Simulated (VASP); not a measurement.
Runs of VASP 6.6.1 on CoO. The structure is that of space group Fm-3m (No. 225), or close to it. The cells are those of the table. 

| task | cell | gap on the mesh (eV) | pressure (GPa) | moment (μB) |
| --- | --- | --- | --- | --- |
| electric field gradients | a = 2.974 Å, angles 60.0°, 2 atoms | none | 4.2 | (b) |
| electric field gradients | a = 3.014 Å, angles 60.0°, 2 atoms | none | -2.3 | 2.91 |
| single point | a = 3.030 Å, angles 59.3°, 2 atoms | none | -2.3 | 2.91 |
| single point | a = 3.060 Å, angles 58.0°, 2 atoms | none | -2.5 | (a) |
| electric field gradients | a = 2.994 Å, angles 60.0°, 2 atoms | none | 0.9 | 2.84 |

Alike in all rows: level PBE; potentials or basis VASP PAW PBE potentials, release 64 (Co, O); spin collinear, ferromagnetic start; k mesh 16 × 16 × 16; cutoff (eV) 520; smearing fermi-dirac 0.05 eV.

Problem. Fill in the values left out.

Solution. (a) 2.90; (b) 2.75.

Caveats: a cell with one magnetic atom can't hold antiferromagnetic order, which such compounds often take; semilocal functionals often make such compounds metallic where correlation or magnetic order opens a gap, which also shifts bond lengths; the cell stands under pressure (at least some runs).

A gap of «none» marks levels without a gap at the run's occupations.
